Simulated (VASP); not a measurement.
AlN:

```
CELL_PARAMETERS angstrom
0.00000 2.02086 2.02086
2.02086 0.00000 2.02086
2.02086 2.02086 0.00000
ATOMIC_POSITIONS crystal
Al 0.50000 0.50000 0.50000
N 0.00000 0.00000 0.00000
```

Base run:

```yaml
Program: VASP 6.6.1
Functional: PBE
Potentials_or_basis: VASP PAW PBE potentials, release 64 (Al, N)
Cutoff: 520 eV
k_mesh: 11 × 11 × 11
Occupations: fermi-dirac, width 0.05 eV
Spin: no spin polarisation
```

Its results: band gap on the k mesh 4.75 eV, indirect (least direct gap 5.70 eV); pressure 5.3 GPa.

Task: After a change of settings the same cell gave: band gap on the k mesh 5.63 eV, indirect (least direct gap 6.53 eV); pressure -1.6 GPa. Which change was it?
A. functional from PBE to LDA; potentials or basis from VASP PAW PBE potentials, release 64 (Al, N) to VASP PAW LDA potentials, release 64 (Al, N)
B. functional from PBE to PBE0; k mesh from 11 × 11 × 11 to 6 × 6 × 6
C. functional from PBE to r2SCAN
D. functional from PBE to PBEsol; further incar settings from ALGO = Normal; EDIFF = 1e-06; NBANDS = 11 to ALGO = Normal; EDIFF = 1e-07; NBANDS = 11

Result: C.

r2SCAN gives the wider gap, since meta-GGAs in the generalised Kohn-Sham scheme recover part of the derivative discontinuity.

Caveats: the PAW data sets were made with another functional, which shifts forces and pressure a little (some runs).
